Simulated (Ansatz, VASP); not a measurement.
# Two plane-wave programs on Si4BW

```
CELL_PARAMETERS angstrom
-3.29552 3.29552 2.07538
3.29552 -3.29552 2.07538
3.29552 3.29552 -2.07538
ATOMIC_POSITIONS crystal
Si 0.00000 0.30589 0.30589
Si 0.00000 0.69411 0.69411
Si 0.30589 0.00000 0.30589
Si 0.69411 0.00000 0.69411
B 0.00000 0.00000 0.00000
W 0.50000 0.50000 0.00000
```

Alike in both runs: task relaxation of cell and atoms; functional PBE; k mesh 6 × 6 × 6; occupations gaussian, width 0.1 eV; no spin polarisation.

|  | VASP | Ansatz |
| --- | --- | --- |
| version | VASP 6.6.1 | Ansatz 0.2.0 |
| potentials or method | VASP PAW PBE potentials, release 64 (Si, B, W_sv), cutoff 600 eV | scalar-relativistic, plane waves, PAW |
| valence electrons in the cell | 33 | 33 |

|  | VASP | Ansatz | Ansatz less VASP |
| --- | --- | --- | --- |
| gap on the k mesh at the Fermi level, each at its own relaxed structure (eV) | none | none | - |
| relaxed volume (Å³/atom) | 14.54 | 14.55 | +0.007 |
| relaxed cell length with the largest relative difference (Å) | 5.015 | 5.016 | +0.0011 |

A gap of «none» marks a metal or a gap that the smearing closes.

Spin-orbit coupling is off throughout.
